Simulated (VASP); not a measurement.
**Be4Cd4Te5O3: single point with PBE**

Crystal: Be4Cd4Te5O3.

```
Be O Cd Te
1.0
    -0.07018   -0.10156   -7.52825
     4.29135    6.96059    0.15297
     4.29136   -6.96142   -0.06548
Be O Cd Te
4 3 4 5
Direct
  0.34240 0.82268 0.45429
  0.39570 0.19428 0.04126
  0.43980 0.89588 0.77300
  0.46422 0.94557 0.22222
  0.48479 0.09663 0.86565
  0.34376 0.76895 0.59999
  0.32457 0.89871 0.32606
  0.05525 0.05470 0.37668
  0.80467 0.97669 0.82360
  0.90434 0.47517 0.40267
  0.35600 0.49872 0.63980
  0.54999 0.27281 0.32402
  0.80471 0.81809 0.43729
  0.59436 0.73172 0.93510
  0.01604 0.39768 0.69027
  0.06893 0.17391 0.08864
```

* Program: VASP 6.6.1
* Task: single point
* Functional: PBE
* Potentials or basis: VASP PAW PBE potentials, release 64 (Be, O, Cd, Te)
* Cutoff: 520 eV
* k mesh: 3 × 3 × 3
* Occupations: gaussian, width 0.1 eV
* Spin: no spin polarisation

```yaml
Pressure: 0.1 GPa
Largest_force: 0.091 eV/Å
Band_gap_on_the_k_mesh: 1.53 eV
```

Forces on the atoms (eV/Å):
```
Be   0.012  0.005 -0.003
Be   0.013  0.020 -0.003
Be  -0.001  0.011 -0.002
Be  -0.002 -0.003 -0.009
O   -0.010 -0.018  0.030
O   -0.017  0.089  0.000
O   -0.003 -0.084 -0.006
Cd  -0.001 -0.006  0.023
Cd  -0.007 -0.002 -0.023
Cd   0.005 -0.003  0.003
Cd  -0.011 -0.009 -0.003
Te   0.008 -0.001 -0.009
Te  -0.002  0.019  0.009
Te   0.012 -0.014 -0.012
Te   0.006 -0.013  0.017
Te  -0.002  0.009 -0.012
```

Stress tensor (GPa, compression positive):
```
 0.08 -0.01  0.01
-0.01 -0.01  0.00
 0.01  0.00  0.10
```

Levels at points of the mesh, in eV from the valence-band top:
```
           k point  band 48  band 49  band 50  band 51  band 52  band 53  band 54  band 55  band 56  band 57
(0.00, 0.00, 0.00)    -0.82    -0.65    -0.46    -0.14     0.00     1.53     2.74     3.01     3.08     3.60
```

Run time: 20 min on 1 thread of Intel Xeon 8259CL, on a shared host, peak memory 0.67 GiB.

Caveat: spin-orbit coupling is left out, which moves the levels of the heavy elements.
